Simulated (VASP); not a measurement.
A run of VASP 6.6.1:

INCAR

```
SYSTEM = InSe
ALGO = Normal
DIPOL = 0.5 0.5 0.412
EDIFF = 1E-6
ENCUT = 400
GGA = PE
GGA_COMPAT = .FALSE.
IDIPOL = 3
ISIF = 2
ISMEAR = 0
IVDW = 12
LASPH = .TRUE.
LCHARG = .FALSE.
LDIPOL = .TRUE.
LREAL = .FALSE.
LWAVE = .FALSE.
NBANDS = 48
NELM = 120
NELMDL = -8
PREC = Accurate
SIGMA = 0.05
```

File KPOINTS:

```
k-points
0
G
  9 9 1
  0 0 0
```

File POSCAR:

```
InSe
1.0
    4.0266104108      0.0000000000      0.0000000000
   -2.0133052054      3.4871469069      0.0000000000
    0.0000000000      0.0000000000     28.2707105452
Se In
4 4
Direct
    0.0000000000      0.0000000000      0.1591753413
    0.0000000000      0.0000000000      0.3495839771
    0.0000000000      0.2222222222      0.4748582511
    0.0000000000      0.2222222222      0.6652677534
    0.6666666667      0.3333333333      0.2049732581
    0.6666666667      0.3333333333      0.3038117025
    0.6666666667      0.5555555556      0.5206313882
    0.6666666667      0.5555555556      0.6194672702
```

Potentials or basis: VASP PAW PBE potentials, release 64 (Se, In_d).

Launch:

```sh
$ cat potpaw_PBE.64/Se/POTCAR potpaw_PBE.64/In_d/POTCAR > POTCAR
$ mpirun -np 1 vasp_std > vasp.out
```

Hardware: 1 thread of Oxide Virtual Turin-like Processor, on a shared host.

Question: How long does it take, and how much memory?

Answer: It took 15 min on 1 thread of Oxide Virtual Turin-like Processor (shared host), peak memory 0.5 GiB. Counts: scf iterations 26, k points 25.
